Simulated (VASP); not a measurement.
**Al: single point with PBE+D3(BJ)**

Crystal: Al.

```
CELL_PARAMETERS angstrom
2.81442 0.00000 0.00000
-1.40721 2.43736 0.00000
0.00000 0.00000 9.24105
ATOMIC_POSITIONS crystal
Al 0.00000 0.00000 0.00000
Al 0.24717 0.49435 0.20455
Al 0.00000 0.00000 0.50000
Al 0.66667 0.33333 0.75000
```

This cell differs from its parent crystal: atom 2 (Al) moved by -0.420 Å along [1 2 0] and -0.420 Å along [0 0 1].

```
Program             : VASP 6.6.1
Task                : single point
Functional          : PBE
Dispersion          : D3(BJ)
Potentials or basis : VASP PAW PBE potentials, release 64 (Al)
Cutoff              : 520 eV
k mesh              : 18 × 18 × 4
Occupations         : gaussian, width 0.15 eV
Spin                : no spin polarisation
```

```json
{
  "Pressure": "5.9 GPa",
  "Largest force": "4.036 eV/Å",
  "Band gap on the k mesh": "zero (bands 6 and 7 overlap by 5.01 eV)",
  "Dispersion energy per atom": "-0.351 eV"
}
```

Forces in eV/Å, atoms in the order of the input:
```
Al   0.000 -1.445 -3.200
Al   0.000  1.522  3.738
Al   0.000 -0.055 -0.574
Al   0.000 -0.022  0.036
```

Stress tensor (GPa, compression positive):
```
 1.05  0.00  0.00
 0.00  4.73  6.58
 0.00  6.58 11.86
```

Levels at points of the mesh, in eV from the Fermi level:
```
           k point  band 4  band 5  band 6  band 7  band 8  band 9
(0.00, 0.00, 0.00)   -4.58   -4.46    3.22    3.71   10.37   10.61
(0.50, 0.00, 0.00)   -4.09   -3.01   -2.95    0.87    1.31    1.53
(0.00, 0.50, 0.00)   -4.13   -2.92   -2.85    0.88    1.35    1.49
(0.00, 0.00, 0.50)   -7.06   -1.14   -0.62    8.20    8.30   10.66
(0.50, 0.00, 0.50)   -4.53   -1.98   -1.83   -1.04   -0.81    4.39
(0.00, 0.50, 0.50)   -4.54   -1.86   -1.70   -1.02   -0.94    4.21
```

Run time: 2.5 min on 1 thread of Intel(R) Xeon(R) Platinum 8488C (Sapphire Rapids), with other jobs on the host, peak memory 0.37 GiB.

Caveat: the cell differs from its parent crystal (atom 2 (Al) moved by -0.420 Å along [1 2 0] and -0.420 Å along [0 0 1]); the cell stands under pressure; forces of over 1 eV/Å act on the atoms, so gaps and moduli don't describe the material at rest.
